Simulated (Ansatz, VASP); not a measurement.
AgBiCO: VASP beside Ansatz

The input INCAR:

```
SYSTEM = AgBiCO
ALGO = Normal ; EDIFF = 1E-6
ENCUT = 520 ; GGA = PE
ISIF = 2 ; ISMEAR = 0
LASPH = .True. ; LCHARG = .False.
LREAL = .False. ; LWAVE = .False.
NBANDS = 26 ; NELM = 100
PREC = Accurate ; SIGMA = 0.1
```

The input KPOINTS:

```
k-points
0
Gamma
  4 4 4
  0 0 0
```

Contents of POSCAR:

```
AgBiCO
1.0
    3.0603166360     -3.2378492969      0.0000000000
    3.0603166360      3.2378492969      0.0000000000
    0.0000000000      0.0000000000      4.1903547589
Ag C Bi O
1 1 1 1
Direct
    0.0000000000      0.0000000000      0.0000000000
    0.5000000000      0.5000000000      0.0000000000
    0.0000000000      0.0000000000      0.5000000000
    0.5000000000      0.5000000000      0.5000000000
```

Input for Ansatz:

```yaml
crystal:
  lattice:
    - [3.060316636, -3.2378492969, 0.0]
    - [3.060316636, 3.2378492969, 0.0]
    - [0.0, 0.0, 4.1903547589]
  atoms:
    - { symbol: Ag, position: [0.0, 0.0, 0.0] }
    - { symbol: C, position: [0.5, 0.5, 0.0] }
    - { symbol: Bi, position: [0.0, 0.0, 0.5] }
    - { symbol: O, position: [0.5, 0.5, 0.5] }
basis:
  ecutwfc: 420
kpoints:
  mp_grid: { grid: [4, 4, 4] }
hamiltonian:
  xc: pbe
scf:
  occupations: { method: gaussian, width: 0.1 }
output:
  forces: true
  stress: true
  eigenvalues: true
```

Alike in both runs: task single point; functional PBE; k mesh 4 × 4 × 4; occupations gaussian, width 0.1 eV; no spin polarisation.

|  | VASP | Ansatz |
| --- | --- | --- |
| version | VASP 6.6.1 | Ansatz 0.2.0 |
| potentials or method | VASP PAW PBE potentials, release 64 (Ag, C, Bi_d, O), cutoff 520 eV | scalar-relativistic, plane waves, PAW |
| valence electrons in the cell | 36 | 44 |

VASP gave:

| Item | Value |
| --- | --- |
| gap on the k mesh at the Fermi level (eV) | none |
| pressure (GPa) | 31.1 |
| traceless stress, the component that is largest in VASP (GPa) | 85.29 |

Which values does Ansatz return?

gap on the k mesh at the Fermi level (eV): none; pressure (GPa): 31.6; traceless stress, the component that is largest in VASP (GPa): 86.15.

A gap of «none» marks a metal or a gap that the smearing closes. Both programs put the cell under a high pressure, so it lies far from rest at this level. VASP's potentials hold 36 valence electrons a cell and Ansatz's 44, so a difference there can come from the potentials and not from the codes.

The k mesh is coarse, so the values compare programs but aren't converged. Spin-orbit coupling is off throughout.
